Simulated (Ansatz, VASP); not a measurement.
Sc: VASP beside Ansatz

Contents of INCAR:

```
PREC     = Accurate       # precision mode
ENCUT    = 520            # plane-wave cutoff, eV
EDIFF    = 1E-7           # SCF threshold, eV
ISMEAR   = -1             # smearing method
SIGMA    = 0.05           # smearing width, eV
LREAL    = False          # projectors in reciprocal space
LASPH    = True           # aspherical terms in the spheres
NELM     = 100            # most SCF steps
ALGO     = Normal         # electronic algorithm
ISIF     = 2              # what is computed and relaxed
LWAVE    = False          # write WAVECAR
LCHARG   = False          # write CHGCAR
GGA      = PE             # functional
NBANDS   = 12             # bands
```

The input KPOINTS:

```
regular mesh
0
Gamma
  13 13 13
```

Contents of POSCAR:

```
Sc
1.0
   -1.8030182834      1.8030182834      1.9122740853
    1.8030182834     -1.8030182834      1.9122740853
    1.8030182834      1.8030182834     -1.9122740853
Sc
1
Direct
    0.0000000000      0.0000000000      0.0000000000
```

Input for Ansatz:

```yaml
crystal:
  lattice:
    - [-1.8030182834, 1.8030182834, 1.9122740853]
    - [1.8030182834, -1.8030182834, 1.9122740853]
    - [1.8030182834, 1.8030182834, -1.9122740853]
  atoms:
    - { symbol: Sc, position: [0.0, 0.0, 0.0] }
kpoints:
  mp_grid: { grid: [13, 13, 13] }
scf:
  occupations: { method: fermi_dirac, width: 0.05 }
hamiltonian:
  xc: pbe
  pseudopotentials: { kind: all_electron, lapw: { basis_error: 0.001 } }
output:
  forces: true
  stress: true
  eigenvalues: true
```

Change from the starting cell: z stretched by +4 % at fixed volume.

Alike in both runs: task single point; functional PBE; k mesh 13 × 13 × 13; occupations fermi-dirac, width 0.05 eV; no spin polarisation.

|  | VASP | Ansatz |
| --- | --- | --- |
| version | VASP 6.6.1 | Ansatz 0.2.0 |
| potentials or method | VASP PAW PBE potentials, release 64 (Sc_sv), cutoff 520 eV | all-electron LAPW, scalar-relativistic |

```tsv
	VASP	Ansatz	Ansatz less VASP
pressure (GPa)	0.0	0.0	-0.03
traceless stress, the component that is largest in VASP (GPa)	0.44	0.43	-0.006
```

Ansatz ran all-electron here, and VASP with PAW potentials.
